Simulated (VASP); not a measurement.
Runs of VASP 6.6.1 on K2S. The structure is that of space group Fm-3m (No. 225), or close to it. The cells are those of the table. 

```csv
task,cell,cutoff (eV),k mesh for the DOS,occupations for the DOS,gap on the mesh (eV),pressure (GPa)
single point,"a = 5.276 Å, angles 60.0°, 3 atoms",500,-,-,2.32,(b)
single point,"a = 5.328 Å, angles 60.0°, 3 atoms",500,-,-,2.25,-0.5
single point,"a = 5.446 Å, angles 60.0°, 3 atoms",500,-,-,2.09,-1.4
single point,"a = 5.168 Å, angles 60.0°, 3 atoms",500,-,-,2.48,1.3
single point,"a = 5.113 Å, angles 60.0°, 3 atoms",500,-,-,2.56,2.2
single point,"a = 5.056 Å, angles 60.0°, 3 atoms",500,-,-,2.65,3.2
single point,"a = 5.223 Å, angles 60.0°, 3 atoms",500,-,-,2.40,(a)
```

Alike in all rows: level PBE; potentials or basis VASP PAW PBE potentials, release 64 (K_sv, S); no spin polarisation; k mesh 6 × 6 × 6; smearing gaussian 0.02 eV.

Question: Fill in the values left out.

Answer: (a) 0.6; (b) 0.0.

A k mesh can miss the band edges.
